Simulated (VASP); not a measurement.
# PtS2: single point with PBEsol

Crystal: PtS2.

```
Pt S
1.0
     3.72036    0.00000    0.00000
    -1.86018    3.22193    0.00000
     0.00000    0.00000    5.29074
Pt S
1 2
Direct
  0.00000 0.00000 0.00000
  0.33333 0.66667 0.25000
  0.66667 0.33333 0.75000
```

This cell differs from its parent crystal: strain +0.050 along x and y, +0.050 along z.

- Program: VASP 6.6.1
- Task: single point
- Functional: PBEsol
- Potentials or basis: VASP PAW PBE potentials, release 64 (Pt, S)
- Cutoff: 520 eV
- k mesh: 12 × 12 × 8
- Occupations: gaussian, width 0.05 eV
- Spin: no spin polarisation

```json
{
  "Pressure": "-16.7 GPa",
  "Largest force": "1.918 eV/Å",
  "Band gap on the k mesh": "0.35 eV, indirect (least direct gap 0.62 eV)"
}
```

Forces on the atoms (eV/Å):
```
Pt   0.000  0.000  0.000
S    0.000  0.000 -1.918
S    0.000  0.000  1.918
```

Stress tensor (GPa, compression positive):
```
-17.82   0.00   0.00
  0.00 -17.82   0.00
  0.00   0.00 -14.57
```

Levels at points of the mesh, in eV from the valence-band top:
| k point | band 9 | band 10 | band 11 | band 12 | band 13 | band 14 |
| --- | --- | --- | --- | --- | --- | --- |
| (0.00, 0.00, 0.00) | -0.96 | -0.96 | 0.00 | 1.46 | 1.46 | 4.05 |
| (0.50, 0.00, 0.00) | -2.59 | -2.54 | -2.22 | 1.00 | 1.91 | 4.79 |
| (0.00, 0.00, 0.50) | -1.38 | -1.22 | -1.22 | 1.94 | 1.94 | 5.41 |
| (0.50, 0.00, 0.50) | -2.30 | -2.23 | -1.30 | 1.15 | 1.50 | 4.39 |

Run time: 2.9 min on 1 thread of Intel Xeon 8259CL, with other jobs on the host, peak memory 0.28 GiB.

Caveat: the cell differs from its parent crystal (strain +0.050 along x and y, +0.050 along z); the PAW data sets were made with another functional, which shifts forces and pressure a little; spin-orbit coupling is left out, which moves the levels of the heavy elements. A k mesh can miss the band edges.
